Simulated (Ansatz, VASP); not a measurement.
# One calculation of Os, two programs

```xyz
3
Lattice="4.4403 0.0000 0.0000 -2.2201 3.8454 0.0000 0.0000 0.0000 2.8043" Properties=species:S:1:pos:R:3 pbc="T T T"
Os    2.2201    3.8454    0.0000
Os    0.0000    2.5636    1.4022
Os    2.2201    1.2818    1.4022
```

Alike in both runs: task single point; functional BLYP; k mesh 9 × 9 × 13; occupations fermi-dirac, width 0.1 eV; no spin polarisation.

|  | VASP | Ansatz |
| --- | --- | --- |
| version | VASP 6.6.1 | Ansatz 0.2.0 |
| potentials or method | VASP PAW PBE potentials, release 64 (Os), cutoff 520 eV | plane waves (420 eV) with PAW, scalar-relativistic |
| valence electrons in the cell | 24 | 48 |

|  | VASP | Ansatz | Ansatz less VASP |
| --- | --- | --- | --- |
| pressure (GPa) | -9.7 | -11.5 | -1.81 |
| traceless stress, the component that is largest in VASP (GPa) | 1.35 | 1.45 | +0.100 |

VASP's potentials were made for PBE, not for BLYP. VASP's potentials hold 24 valence electrons a cell and Ansatz's 48, so a difference there can come from the potentials and not from the codes.

Neither program's run includes spin-orbit coupling.
